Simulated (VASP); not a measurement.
# Si2Ge3 (P6_3/mmc) in VASP: further runs, part 2 of 2

VASP 6.6.1. The steps go on from the part before.

### Step 4. Relaxation of cell and atoms, PBE

INCAR reads:

```
SYSTEM = Si2Ge3
PREC = Accurate
ENCUT = 600
EDIFF = 1E-6
ISMEAR = 0
SIGMA = 0.1
LREAL = .FALSE.
LASPH = .TRUE.
NELM = 80
ALGO = Normal
ISIF = 3
LWAVE = .FALSE.
LCHARG = .FALSE.
GGA = PE
IBRION = 2
NSW = 90
EDIFFG = -0.04
```

KPOINTS reads:

```
regular mesh
0
G
  6 6 1
  0 0 0
```

POSCAR reads:

```
Si2Ge3
1.0
    3.2884534500      0.0000000000      0.0000000000
   -1.6442267300      2.8478842300      0.0000000000
    0.0000000000      0.0000000000     18.8454698100
Si Ge
4 6
Direct
    0.3333333300      0.6666666700      0.6500000000
    0.3333333300      0.6666666700      0.8500000000
    0.6666666700      0.3333333300      0.1500000000
    0.6666666700      0.3333333300      0.3500000000
    0.3333333300      0.6666666700      0.0500000000
    0.3333333300      0.6666666700      0.2500000000
    0.3333333300      0.6666666700      0.4500000000
    0.6666666700      0.3333333300      0.5500000000
    0.6666666700      0.3333333300      0.7500000000
    0.6666666700      0.3333333300      0.9500000000
```

Launch:

```
cat potpaw_PBE.64/Si/POTCAR potpaw_PBE.64/Ge_d/POTCAR > POTCAR
mpirun -np 1 vasp_std > vasp.out
```

Wall time 12 min (1 thread of Intel Xeon Platinum 8488C (Sapphire Rapids), shared host); peak memory 0.39 GiB.

It converged, with:

| Item | Value |
| --- | --- |
| Free energy | -44.1100 eV |
| Relaxed volume | 18.36 Å³/atom |
| Relaxed cell | a = 3.302 Å, b = 3.302 Å, c = 19.443 Å, α = 90.00°, β = 90.00°, γ = 120.00° |
| Space group after relaxing (to 0.1 Å) | P6_3/mmc (No. 194) |
| Energy gained by relaxing | 35.3 meV/atom |
| Ionic steps | 13 |
| Pressure after relaxing | -0.2 GPa |
| Largest force after relaxing | 0.030 eV/Å |
| Band gap on the k mesh | zero (bands 50 and 51 overlap by 5.14 eV) |

Forces on the atoms (eV/Å):
```
Si   0.000  0.000  0.030
Si   0.000  0.000 -0.030
Si   0.000  0.000  0.030
Si   0.000  0.000 -0.030
Ge   0.000  0.000 -0.010
Ge   0.000  0.000  0.000
Ge   0.000  0.000  0.010
Ge   0.000  0.000 -0.010
Ge   0.000  0.000  0.000
Ge   0.000  0.000  0.010
```

Stress tensor (GPa, compression positive):
```
-0.28  0.00  0.00
 0.00 -0.28  0.00
 0.00  0.00 -0.02
```

Step by step:
```tsv
step	energy change (eV)	largest force (eV/Å)	pressure (GPa)	volume (Å³)
1	0.0000	0.8005	2.84	176.49
2	-0.1939	0.5526	-0.85	184.60
3	-0.2071	0.4816	-1.75	187.12
4	-0.3064	0.2278	-1.10	184.88
5	-0.3317	0.1433	-0.32	183.24
6	-0.3330	0.1623	-0.10	182.77
7	-0.3387	0.1187	0.06	182.34
8	-0.3446	0.0328	0.34	181.38
9	-0.3480	0.0454	-0.23	182.97
10	-0.3480	0.0456	-0.28	182.99
11	-0.3503	0.0244	-0.22	183.14
12	-0.3518	0.0112	-0.25	183.30
13	-0.3528	0.0303	-0.19	183.60
```

Final structure:
```
Si Ge
1.0
     3.30205    0.00000    0.00000
    -1.65102    2.85966    0.00000
     0.00000    0.00000   19.44319
Si Ge
4 6
Direct
  0.33333 0.66667 0.65361
  0.33333 0.66667 0.84639
  0.66667 0.33333 0.15361
  0.66667 0.33333 0.34639
  0.33333 0.66667 0.05815
  0.33333 0.66667 0.25000
  0.33333 0.66667 0.44185
  0.66667 0.33333 0.55815
  0.66667 0.33333 0.75000
  0.66667 0.33333 0.94185
```

Levels at points of the mesh, in eV from the Fermi level:
| k point | band 49 | band 50 | band 51 | band 52 | band 53 | band 54 |
| --- | --- | --- | --- | --- | --- | --- |
| (0.00, 0.00, 0.00) | 3.28 | 3.73 | 3.73 | 4.44 | 4.53 | 4.53 |
| (0.50, 0.00, 0.00) | -0.28 | -0.09 | -0.05 | 0.40 | 0.48 | 1.08 |

Caveat: the k points lie up to 0.37 Å⁻¹ apart in the final cell, too coarse for converged energies and pressures of a metal.

### Step 5. Single point, PBE

This run uses another cell than the first one, of 19.24 Å³/atom.

INCAR reads:

```
SYSTEM = Si2Ge3
PREC = Accurate
ENCUT = 520
EDIFF = 1E-6
ISMEAR = 0
SIGMA = 0.1
LREAL = .FALSE.
LASPH = .TRUE.
NELM = 80
ALGO = Normal
ISIF = 2
LWAVE = .FALSE.
LCHARG = .FALSE.
GGA = PE
NBANDS = 61
```

KPOINTS reads:

```
regular mesh
0
G
  12 12 2
  0 0 0
```

POSCAR reads:

```
Si2Ge3
1.0
    3.7081924912      0.0000000000      0.0000000000
   -1.8540962456      3.2113888995      0.0000000000
    0.0000000000      0.0000000000     16.1580342396
Si Ge
4 6
Direct
    0.3333333333      0.6666666667      0.6473510037
    0.3333333333      0.6666666667      0.8526489963
    0.6666666667      0.3333333333      0.1473510037
    0.6666666667      0.3333333333      0.3526489963
    0.3333333333      0.6666666667      0.0612607556
    0.3333333333      0.6666666667      0.2500000000
    0.3333333333      0.6666666667      0.4387392444
    0.6666666667      0.3333333333      0.5612607556
    0.6666666667      0.3333333333      0.7500000000
    0.6666666667      0.3333333333      0.9387392444
```

Potentials or basis: VASP PAW PBE potentials, release 64 (Si, Ge_d).

Launch:

```
cat potpaw_PBE.64/Si/POTCAR potpaw_PBE.64/Ge_d/POTCAR > POTCAR
mpirun -np 1 vasp_std > vasp.out
```

OUTCAR:

```text
SYSTEM = Si2Ge3
   PREC = Accurate
   ENCUT = 520
   EDIFF = 1E-6
   ISMEAR = 0
   LREAL = .FALSE.
   LASPH = .TRUE.
   NELM = 80
   ISIF = 2
   GGA = PE

 ion  position               nearest neighbor table
   1  0.333  0.667  0.647-   8 2.55   8 2.55   8 2.55   9 2.71   9 2.71   9 2.71
   2  0.333  0.667  0.853-  10 2.55  10 2.55  10 2.55   9 2.71   9 2.71   9 2.71
   3  0.667  0.333  0.147-   5 2.55   5 2.55   5 2.55   6 2.71   6 2.71   6 2.71
   4  0.667  0.333  0.353-   7 2.55   7 2.55   7 2.55   6 2.71   6 2.71   6 2.71
   5  0.333  0.667  0.061-   3 2.55   3 2.55   3 2.55  10 2.92  10 2.92  10 2.92
   6  0.333  0.667  0.250-   3 2.71   4 2.71   3 2.71   4 2.71   3 2.71   4 2.71
   7  0.333  0.667  0.439-   4 2.55   4 2.55   4 2.55   8 2.92   8 2.92   8 2.92
   8  0.667  0.333  0.561-   1 2.55   1 2.55   1 2.55   7 2.92   7 2.92   7 2.92
   9  0.667  0.333  0.750-   1 2.71   2 2.71   1 2.71   2 2.71   1 2.71   2 2.71
  10  0.667  0.333  0.939-   2 2.55   2 2.55   2 2.55   5 2.92   5 2.92   5 2.92

  LATTYP: Found a hexagonal cell.
 ALAT       =     3.7081924912
 C/A-ratio  =     4.3573882095

  Lattice vectors:
[... 211 lines left out ...]
      3     -18.1815      2.00000
      4     -18.1814      2.00000
      5     -18.1809      2.00000
      6     -18.1809      2.00000
[... 1525 lines left out ...]
     60      10.7005      0.00000
     61      11.0586      0.00000

 [... further k-points ...]

------------------------ aborting loop because EDIFF is reached ----------------------------------------

  FORCE on cell =-STRESS in cart. coord.  units (eV):
  Direction    XX          YY          ZZ          XY          YZ          ZX
  --------------------------------------------------------------------------------------
  -------------------------------------------------------------------------------------
  Total       -0.0709384     -0.0709384     -0.0471551      0.0000000      0.0000000      0.0000000
  in kB       -0.5906743     -0.5906743     -0.3926409      0.0000000      0.0000000      0.0000000
  external PRESSURE =      -0.5246632 kB  Pullay stress =       0.0000000 kB

 VOLUME and BASIS-vectors are now :
 -----------------------------------------------------------------------------
  energy-cutoff  :      520.00
  volume of cell :      192.42
      direct lattice vectors                 reciprocal lattice vectors
     3.708192491  0.000000000  0.000000000     0.269673164  0.155695874  0.000000000
    -1.854096246  3.211388900  0.000000000     0.000000000  0.311391747  0.000000000
     0.000000000  0.000000000 16.158034240     0.000000000  0.000000000  0.061888716

 POSITION                                       TOTAL-FORCE (eV/Angst)
 -----------------------------------------------------------------------------------
     -0.00000      2.14093     10.45992        -0.000000     -0.000000     -0.002320
     -0.00000      2.14093     13.77713        -0.000000     -0.000000      0.002320
      1.85410      1.07046      2.38090        -0.000000      0.000000     -0.002320
      1.85410      1.07046      5.69811        -0.000000      0.000000      0.002320
     -0.00000      2.14093      0.98985         0.000000      0.000000      0.002918
     -0.00000      2.14093      4.03951         0.000000     -0.000000      0.000000
     -0.00000      2.14093      7.08916        -0.000000     -0.000000     -0.002918
      1.85410      1.07046      9.06887        -0.000000      0.000000      0.002918
      1.85410      1.07046     12.11853        -0.000000      0.000000      0.000000
      1.85410      1.07046     15.16818         0.000000     -0.000000     -0.002918
 -----------------------------------------------------------------------------------
    total drift:                               -0.000000      0.000000      0.000000

  FREE ENERGIE OF THE ION-ELECTRON SYSTEM (eV)
  ---------------------------------------------------
  free  energy   TOTEN  =       -45.0335028994 eV

  energy  without entropy=      -45.0117395762  energy(sigma->0) =      -45.02262124
```

stdout:

```text
POSCAR found type information on POSCAR SiGe
 POSCAR found :  2 types and      10 ions
 scaLAPACK will be used
 LDA part: xc-table for (Slater+PW92), standard interpolation
 POSCAR, INCAR and KPOINTS ok, starting setup
 FFT: planning ... GRIDC
 FFT: planning ... GRID_SOFT
 FFT: planning ... GRID
 WAVECAR not read
 entering main loop
```

Run time: 6 min. Hardware: 1 thread of Intel Xeon Platinum 8488C (Sapphire Rapids), shared host; peak memory 0.49 GiB.

Results:

* Free energy: -45.0335 eV
* Pressure: -0.1 GPa
* Band gap on the k mesh: zero (bands 50 and 51 overlap by 3.00 eV)

Forces in eV/Å, atoms in the order of the input:
```
Si   0.000  0.000 -0.002
Si   0.000  0.000  0.002
Si   0.000  0.000 -0.002
Si   0.000  0.000  0.002
Ge   0.000  0.000  0.003
Ge   0.000  0.000  0.000
Ge   0.000  0.000 -0.003
Ge   0.000  0.000  0.003
Ge   0.000  0.000  0.000
Ge   0.000  0.000 -0.003
```

### Step 6. Summary

```csv
task,cell,k mesh,cutoff (eV),gap on the mesh (eV),pressure (GPa),largest force (eV/Å)
single point,"a = 3.288, b = 3.288, c = 18.845 Å, angles 90.0, 90.0, 120.0°, 10 atoms, atomic positions A",6 × 6 × 1,520,none,2.8,0.80
single point,"a = 3.247, b = 3.247, c = 20.022 Å, angles 90.0, 90.0, 120.0°, 10 atoms, atomic positions B",6 × 6 × 1,520,none,0.0,0.03
relaxation of cell and atoms,"relaxed from a = 3.288, b = 3.288, c = 18.845 Å, angles 90.0, 90.0, 120.0°, 10 atoms, atomic positions A",6 × 6 × 1,600,none,-0.2,0.03
single point,"a = 3.708, b = 3.708, c = 16.158 Å, angles 90.0, 90.0, 120.0°, 10 atoms, atomic positions C",12 × 12 × 2,520,none,-0.1,-
```

Alike in all rows: level PBE; potentials or basis VASP PAW PBE potentials, release 64 (Si, Ge_d); no spin polarisation; smearing gaussian 0.1 eV.

Caveats: some runs use coarse meshes.

Total energies depend on the potentials used, so only differences within one code and one set of settings carry meaning.
